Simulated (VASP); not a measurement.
**ZrC4: single point with PBE**

ZrC4:

```
Zr C
1.0
    -1.69093    1.69093    4.08746
     1.69093   -1.69093    4.08746
     1.69093    1.69093   -4.08746
Zr C
1 4
Direct
  0.00000 0.00000 0.00000
  0.75000 0.25000 0.50000
  0.25000 0.75000 0.50000
  0.41851 0.41851 0.00000
  0.58149 0.58149 0.00000
```

The cell was built from a structure type or drawn by symmetry, and may not be a known phase.

```
Program             : VASP 6.6.1
Task                : single point
Functional          : PBE
Potentials or basis : VASP PAW PBE potentials, release 64 (Zr_sv, C)
Cutoff              : 520 eV
k mesh              : 16 × 16 × 16
Occupations         : gaussian, width 0.1 eV
Spin                : no spin polarisation
```

- Pressure: 0.3 GPa
- Largest force: 0.091 eV/Å
- Band gap on the k mesh: zero (bands 14 and 15 overlap by 1.61 eV)

Forces on the atoms (eV/Å):
```
Zr   0.000  0.000  0.000
C    0.000  0.000  0.000
C    0.000  0.000  0.000
C    0.000  0.000 -0.091
C    0.000  0.000  0.091
```

Stress tensor (GPa, compression positive):
```
0.16 0.00 0.00
0.00 0.16 0.00
0.00 0.00 0.44
```

Levels at points of the mesh, in eV from the Fermi level:
```csv
k point,band 11,band 12,band 13,band 14,band 15,band 16,band 17,band 18
"(0.00, 0.00, 0.00)",-4.33,-4.33,-3.88,0.45,1.25,1.58,2.48,3.48
"(0.50, 0.00, 0.00)",-3.82,-1.95,-1.90,-1.20,-1.13,1.74,3.13,3.38
"(0.50, 0.50, 0.00)",-5.35,-2.94,-0.76,-0.28,1.71,1.93,3.14,3.60
"(0.50, 0.50, 0.50)",-1.86,-0.60,-0.60,-0.44,-0.44,-0.41,-0.33,-0.10
```

Run time: 5.1 min on 1 thread of Intel(R) Xeon(R) 6975P-C (Granite Rapids), with other jobs on the host, peak memory 0.44 GiB.
